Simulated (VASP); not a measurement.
# Dy2Fe3Si2 in VASP: single point with RPBE

Aim: the single point of Dy2Fe3Si2 with RPBE.

All numbers are computed with VASP 6.6.1; they aren't measurements. Logs are shortened: lines on timing, memory, paths and dates and some standing lists are left out, and cuts for length are marked.

### Step 1. The cell of the first run

The cell holds a disordered packing, 7 atoms: a = 4.931 Å, b = 5.315 Å, c = 5.063 Å, α = 96.37°, β = 100.81°, γ = 99.39°.

### Step 2. Single point, RPBE

Input file POSCAR:

```
Dy2Fe3Si2
1.0
    4.9115380000     -0.4073780000     -0.1468450000
   -0.4583990000      5.2420860000     -0.7493250000
   -0.7972110000      0.0752580000      4.9992060000
Si Fe Dy
2 3 2
Direct
    0.7774370000      0.6478000000      0.9320470000
    0.3551250000      0.3783240000      0.5257000000
    0.1547510000      0.8635400000      0.3203750000
    0.6989690000      0.6621940000      0.4005400000
    0.2416550000      0.6168470000      0.8984060000
    0.8362020000      0.1977510000      0.5711980000
    0.4358610000      0.1567860000      0.9898290000
```

Input file INCAR.step1:

```
SYSTEM = Dy2Fe3Si2
  ALGO = Normal
  EDIFF = 1E-6
  ENCUT = 520
  GGA = RP
  ISIF = 2
  ISMEAR = -1
  LASPH = .TRUE.
  LCHARG = .TRUE.
  LMAXMIX = 6
  LREAL = .FALSE.
  LWAVE = .FALSE.
  NBANDS = 45
  NELM = 80
  PREC = Accurate
  SIGMA = 0.1
```

Input file KPOINTS.step1:

```
Automatic mesh
0
Gamma
  4 4 4
  0 0.5 0.5
```

Input file INCAR.step2:

```
SYSTEM = Dy2Fe3Si2
  ALGO = Normal
  EDIFF = 1E-6
  ENCUT = 520
  GGA = RP
  ICHARG = 11
  ISIF = 2
  ISMEAR = -5
  LASPH = .TRUE.
  LCHARG = .FALSE.
  LMAXMIX = 6
  LORBIT = 10
  LREAL = .FALSE.
  LWAVE = .FALSE.
  NBANDS = 45
  NEDOS = 2001
  NELM = 80
  PREC = Accurate
  SIGMA = 0.1
```

Input file KPOINTS.step2:

```
k-points
0
G
  6 6 6
  0 0 0
```

Potentials or basis: VASP PAW PBE potentials, release 64 (Si, Fe, Dy).

The run is started by

```console
cat potpaw_PBE.64/Si/POTCAR potpaw_PBE.64/Fe/POTCAR potpaw_PBE.64/Dy/POTCAR > POTCAR
cp INCAR.step1 INCAR
cp KPOINTS.step1 KPOINTS
mpirun -np 1 vasp_std > vasp.out
cp INCAR.step2 INCAR
cp KPOINTS.step2 KPOINTS
mpirun -np 1 vasp_std > vasp.out
```

OUTCAR:

```text
SYSTEM = Dy2Fe3Si2
   EDIFF = 1E-6
   ENCUT = 520
   GGA = RP
   ICHARG = 11
   ISIF = 2
   ISMEAR = -5
   LASPH = .TRUE.
   LORBIT = 10
   LREAL = .FALSE.
   NELM = 80
   PREC = Accurate

 ion  position               nearest neighbor table
   1  0.777  0.648  0.932-   5 2.36   3 2.46   4 2.47   5 2.59   4 2.66   2 2.72   6 2.93   7 2.94

   2  0.355  0.378  0.526-   4 2.31   5 2.36   6 2.64   6 2.68   1 2.72   7 2.74   3 2.76   7 2.96
                             3 3.12
   3  0.155  0.864  0.320-   4 2.45   1 2.46   5 2.52   2 2.76   7 2.81   6 2.90   4 3.02   2 3.12

   4  0.699  0.662  0.401-   2 2.31   3 2.45   1 2.47   1 2.66   6 2.81   6 2.85   3 3.02   5 3.02
                             7 3.14
   5  0.242  0.617  0.898-   1 2.36   2 2.36   3 2.52   1 2.59   7 2.82   7 2.83   6 2.86   4 3.02

   6  0.836  0.198  0.571-   2 2.64   2 2.68   4 2.81   4 2.85   5 2.86   3 2.90   1 2.93   7 3.16
                             7 3.19   7 3.35
   7  0.436  0.157  0.990-   2 2.74   3 2.81   5 2.82   5 2.83   1 2.94   2 2.96   4 3.14   6 3.16
                             6 3.19   6 3.35

  LATTYP: Found a triclinic cell.
 ALAT       =     5.0629309471
 B/A-ratio  =     1.5210453500
 C/A-ratio  =     1.8033420247
 COS(alpha) =     0.0004509153
 COS(beta)  =     0.5178748516
 COS(gamma) =     0.7774829914

  Lattice vectors:

 A1 = (  -0.7972110000,   0.0752580000,   4.9992060000)
 A2 = (  -5.7087490000,   0.4826360000,   5.1460510000)
 A3 = (   4.5727260000,  -5.5742060000,   5.6016860000)

Analysis of symmetry for initial positions (statically):
=====================================================================
 Subroutine PRICEL returns:
 Original cell was already a primitive cell.

 Routine SETGRP: Setting up the symmetry group for a
 triclinic supercell.

 Subroutine GETGRP returns: Found  1 space group operations
 (whereof  1 operations were pure point group operations)
 out of a pool of  2 trial point group operations.

The static configuration has the point symmetry C_1 .

Analysis of symmetry for dynamics (positions and initial velocities):
=====================================================================
 Subroutine PRICEL returns:
 Original cell was already a primitive cell.

 Routine SETGRP: Setting up the symmetry group for a
 triclinic supercell.

 Subroutine GETGRP returns: Found  1 space group operations
 (whereof  1 operations were pure point group operations)
 out of a pool of  2 trial point group operations.

The dynamic configuration has the point symmetry C_1 .

 Subroutine INISYM returns: Found  1 space group operations
 (whereof  1 operations are pure point group operations),
 and found     1 'primitive' translations

----------------------------------------------------------------------------------------

                                     Primitive cell

  volume of cell :     127.2045

  direct lattice vectors                    reciprocal lattice vectors
     4.911538000 -0.407378000 -0.146845000     0.206460099  0.022711464  0.032581783
    -0.458399000  5.242086000 -0.749325000     0.015923295  0.192105762 -0.000352710
    -0.797211000  0.075258000  4.999206000     0.008451213  0.029461622  0.200935944

  length of vectors
     4.930590818  5.315174807  5.062930947     0.210245465  0.192764882  0.203260089

  position of ions in fractional coordinates (direct lattice)
     0.777437000  0.647800000  0.932047000
     0.355125000  0.378324000  0.525700000
     0.154751000  0.863540000  0.320375000
     0.698969000  0.662194000  0.400540000
     0.241655000  0.616847000  0.898406000
     0.836202000  0.197751000  0.571198000
     0.435861000  0.156786000  0.989829000

  ion indices of the primitive-cell ions
   primitive index   ion index
                 1           1
                 2           2
                 3           3
                 4           4
                 5           5
                 6           6
                 7           7

----------------------------------------------------------------------------------------

 KPOINTS: k-points

Automatic generation of k-mesh.
 Grid dimensions read from file:
 generate k-points for:    6    6    6

 Generating k-lattice:

  Cartesian coordinates                     Fractional coordinates (reciprocal lattice)
     0.034410017  0.003785244  0.005430297     0.166666667  0.000000000 -0.000000000
     0.002653882  0.032017627 -0.000058785     0.000000000  0.166666667 -0.000000000
     0.001408536  0.004910270  0.033489324     0.000000000 -0.000000000  0.166666667

  Length of vectors
     0.035040911  0.032127480  0.033876682

  Shift w.r.t. Gamma in fractional coordinates (k-lattice)
     0.000000000  0.000000000  0.000000000

 TETIRR: Found    648 inequivalent tetrahedra from     1296

 Subroutine IBZKPT returns following result:
 ===========================================

 Found    112 irreducible k-points:

 Following reciprocal coordinates:
            Coordinates               Weight
  0.000000  0.000000  0.000000      1.000000
  0.166667 -0.000000  0.000000      2.000000
  0.333333 -0.000000  0.000000      2.000000
  0.500000 -0.000000  0.000000      1.000000
  0.000000  0.166667  0.000000      2.000000
  0.166667  0.166667 -0.000000      2.000000
[... 16 lines left out ...]
  0.333333 -0.000000  0.166667      2.000000
  0.500000 -0.000000  0.166667      2.000000
 [... further k-points ...]
   k-points           NKPTS =    112   k-points in BZ     NKDIM =    112   number of bands    NBANDS=     45
   number of dos      NEDOS =   2001   number of ions     NIONS =      7
   total plane-waves  NPLWV =  64000
   dimension x,y,z NGX =    40 NGY =   40 NGZ =   40
   dimension x,y,z NGXF=    80 NGYF=   80 NGZF=   80
   ions per type =               2   3   2
   NGX,Y,Z   is equivalent  to a cutoff of  13.49, 12.51, 13.13 a.u.
   NGXF,Y,Z  is equivalent  to a cutoff of  26.97, 25.02, 26.27 a.u.
 SYSTEM =  Dy2Fe3Si2
   PREC   = accura    normal or accurate (medium, high low for compatibility)
   ISTART =      0    job   : 0-new  1-cont  2-samecut
   ICHARG =     11    charge: 1-file 2-atom 10-const
   ISPIN  =      1    spin polarized calculation?
   LNONCOLLINEAR =      F non collinear calculations
   LSORBIT =      F    spin-orbit coupling
   LASPH  =      T    aspherical Exc in radial PAW
   ENCUT  =  520.0 eV  38.22 Ry    6.18 a.u.   9.17  9.88  9.41*2*pi/ulx,y,z
   NELM   =     80;   NELMIN=  2; NELMDL=  0     # of ELM steps
   EDIFF  = 0.1E-05   stopping-criterion for ELM
   LREAL  =      F    real-space projection
   EDIFFG = 0.1E-04   stopping-criterion for IOM
   NSW    =      0    number of steps for IOM
   IBRION =     -1    ionic relax: 0-MD 1-quasi-New 2-CG
   NFREE  =      0    steps in history (QN), initial steepest desc. (CG)
   ISIF   =      2    stress and relaxation
   ISYM   =      2    0-nonsym 1-usesym 2-fastsym
   POTIM  = 0.5000    time-step for ionic-motion
   TEBEG  =    0.0;   TEEND  =   0.0 temperature during run
   PSTRESS=    0.0 pullay stress
   NELECT =      72.0000    total number of electrons
   NUPDOWN=      -1.0000    fix difference up-down
   EMIN   =  10.00;   EMAX   =-10.00  energy-range for DOS
   EFERMI =   0.00;   METHOD = LEGACY
   ISMEAR =    -5;   SIGMA  =   0.10  broadening in eV -4-tet -1-fermi 0-gaus
   EFERMI_NEDOS =   21; number of points for ismear=-14 and -15
   IALGO  =     38    algorithm
   IMIX   =      4    mixing-type and parameters
     AMIX     =   0.40;   BMIX     =  1.00
     AMIX_MAG =   1.60;   BMIX_MAG =  1.00
  volume/ion in A,a.u.               =      18.17       122.63
  Fermi-wavevector in a.u.,A,eV,Ry     =   1.354206  2.559079 24.951377  1.833874
  Thomas-Fermi vector in A             =   2.481397
   LORBIT       =     10    0 simple, 1 ext, 2 COOP (PROOUT), +10 PAW based schemes
   GGA     = RP    functional components
   LHFCALC =     F    Hartree Fock is set to
   AEXX    =    0.0000 exact exchange contribution
   IVDW    =     0    specifies the selected vdW correction
   LEPSILON=     F    determine dielectric tensor
   LRPA    =     F    only Hartree local field effects (RPA)
 non-spin polarized calculation
 Fermi weights with tetrahedron method with Bloechl corrections
  energy-cutoff  :      520.00
  volume of cell :      127.20
 maximum number of plane-waves:      3445
 NGX is ok and might be reduce to    40

 number of electron      71.9999996 magnetization

 Free energy of the ion-electron system (eV)
  ---------------------------------------------------
  ext. energy  EPLUGINS =         0.00000000
  ---------------------------------------------------
  free energy    TOTEN  =       -39.00311990 eV

  energy without entropy =      -39.00311990  energy(sigma->0) =      -39.00311990

 E-fermi :   4.6514     XC(G=0): -11.0020

 val. band max:        4.6530739160   @ k =   0.1667   0.1667   0.5000
 cond. band min:       4.6492268348   @ k =   0.5000   0.3333   0.3333
 fundamental gap:     -0.0038470813
 Fermi energy:         4.6513543380

 k-point     1 :       0.0000    0.0000    0.0000
  band No.  band energies     occupation
      1     -40.1851      2.00000
      2     -40.0550      2.00000
      3     -16.8706      2.00000
      4     -16.7599      2.00000
      5     -16.4739      2.00000
      6     -16.2730      2.00000
[... 37 lines left out ...]
     44       5.4130      0.00000
     45       5.6425      0.00000
[... 1063 lines left out ...]
      5     -16.4299      2.00000
      6     -16.3485      2.00000
[... 37 lines left out ...]
     44       5.5657      0.00000
     45       5.8264      0.00000

 [... further k-points ...]

------------------------ aborting loop because EDIFF is reached ----------------------------------------

  FORCE on cell =-STRESS in cart. coord.  units (eV):
  Direction    XX          YY          ZZ          XY          YZ          ZX
  --------------------------------------------------------------------------------------
  -------------------------------------------------------------------------------------
  Total      -43.6728539    -44.3568144    -47.6970764     -0.2848251     -5.3136833     -2.0135380
  in kB     -550.0720357   -558.6867135   -600.7582649     -3.5874533    -66.9273555    -25.3610850
  external PRESSURE =    -569.8390047 kB  Pullay stress =       0.0000000 kB

 VOLUME and BASIS-vectors are now :
 -----------------------------------------------------------------------------
  energy-cutoff  :      520.00
  volume of cell :      127.20
      direct lattice vectors                 reciprocal lattice vectors
     4.911538000 -0.407378000 -0.146845000     0.206460099  0.022711464  0.032581783
    -0.458399000  5.242086000 -0.749325000     0.015923295  0.192105762 -0.000352710
    -0.797211000  0.075258000  4.999206000     0.008451213  0.029461622  0.200935944

 POSITION                                       TOTAL-FORCE (eV/Angst)
 -----------------------------------------------------------------------------------
      2.77842      3.14926      4.05992        -0.326999      0.994755     -0.034268
      1.15169      1.87810      2.29245        -0.185218      0.805451     -1.233290
      0.10881      4.48782      0.93182         0.291722     -0.266488      0.528512
      2.81015      3.21668      1.40354         0.194796      0.368015     -0.508305
      0.18792      3.20273      3.99361         0.444792      0.330465      0.213469
      3.56102      0.73896      2.58456        -0.269286     -1.155093      0.265664
      1.27977      0.71882      4.76687        -0.149806     -1.077106      0.768218
 -----------------------------------------------------------------------------------
    total drift:                               -0.041769     -0.337599     -0.026772

  FREE ENERGIE OF THE ION-ELECTRON SYSTEM (eV)
  ---------------------------------------------------
  free  energy   TOTEN  =       -39.0031198991 eV

  energy  without entropy=      -39.0031198991  energy(sigma->0) =      -39.00311990

 total charge

# of ion       s       p       d       f       tot
--------------------------------------------------
    1        0.755   0.831   0.000   0.000   1.586
    2        0.798   0.892   0.000   0.000   1.690
    3        0.402   0.315   6.119   0.000   6.836
    4        0.423   0.369   6.200   0.000   6.992
    5        0.430   0.375   6.237   0.000   7.042
    6        2.131   5.883   0.603   9.661  18.278
    7        2.118   5.869   0.544   9.766  18.298
--------------------------------------------------
tot          7.057  14.534  19.703  19.427  60.721
```

Run time: 40 min. Hardware: 1 thread of Intel Xeon Platinum 8259CL at 2.50GHz (Skylake/Cascade Lake), shared host; peak memory 0.7 GiB.

Results:

* Valence electrons inside the program's atomic spheres: Si 1.59, 1.69; Fe 6.84, 6.99, 7.04; Dy 18.28, 18.30

Levels at points of the mesh, in eV from the Fermi level:
```csv
k point,band 34,band 35,band 36,band 37,band 38,band 39
"(0.00, 0.00, 0.00)",-0.08,-0.05,0.00,0.01,0.04,0.08
"(0.50, 0.00, 0.00)",-0.04,0.00,0.02,0.02,0.04,0.08
"(0.00, 0.50, 0.00)",-0.07,-0.04,-0.03,0.01,0.04,0.05
"(0.50, 0.50, 0.00)",-0.07,-0.04,-0.02,-0.01,0.04,0.06
"(0.00, 0.00, 0.50)",-0.04,-0.03,0.00,0.02,0.03,0.09
"(0.50, 0.00, 0.50)",-0.04,-0.01,0.02,0.03,0.06,0.15
"(0.00, 0.50, 0.50)",-0.07,-0.06,-0.03,-0.02,0.01,0.02
"(0.50, 0.50, 0.50)",-0.09,-0.05,-0.03,0.00,0.01,0.05
```

Caveat: the PAW data sets were made with another functional, which shifts forces and pressure a little; spin-orbit coupling is left out, which moves the levels of the heavy elements; the run has no spin polarisation, though such a crystal can be magnetic; semilocal functionals describe open f shells poorly, which spoils levels, moments and volumes.
